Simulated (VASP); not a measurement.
Set up this calculation in VASP 6.6.1, as the native input.

| Property | Result |
| --- | --- |
| Task | single point |
| Functional | LDA |
| Potentials or basis | VASP PAW LDA potentials, release 64 (Mg) |
| Cutoff | 600 eV |
| k mesh | 10 × 10 × 7 |
| Occupations | fermi-dirac, width 0.08 eV |
| Spin | no spin polarisation |
| Dipole correction | no |
| Further INCAR settings | ALGO = Normal; EDIFF = 1e-06; NBANDS = 12 |

The structure of Mg lies in POSCAR:

```
Mg
1.0
    2.6432126376      0.0000000000      0.0000000000
   -1.3216063188      2.2890892918      0.0000000000
    0.0000000000      0.0000000000      8.6631887779
Mg
4
Direct
    0.0000000000      0.0000000000      0.0000000000
    0.0000000000      0.0000000000      0.5000000000
    0.3333333333      0.6666666667      0.2500000000
    0.6666666667      0.3333333333      0.7500000000
```

One way to write it, as run:

INCAR

```
PREC = Accurate
ENCUT = 600
EDIFF = 1E-6
ISMEAR = -1
SIGMA = 0.08
LREAL = F
LASPH = T
NELM = 120
ALGO = Normal
ISIF = 2
LWAVE = F
LCHARG = T
LELF = T
LVHAR = T
NBANDS = 12
GGA_COMPAT = F
```

KPOINTS

```
regular mesh
0
Gamma
  10 10 7
```

Potentials or basis: VASP PAW LDA potentials, release 64 (Mg).

Launch:

```console
$ cat potpaw_LDA.64/Mg/POTCAR > POTCAR
$ mpirun -np 1 vasp_std > vasp.out
```

It gave:

The pressure is 53.4 GPa and the band gap on the k mesh is zero (band 4 reaches 6.67 eV, above the bottom of band 5 at 4.82 eV).

Wall time 22 s on 1 thread of AMD EPYC 9R45 96-Core Processor (Zen 5) (shared host), peak memory 0.15 GiB.
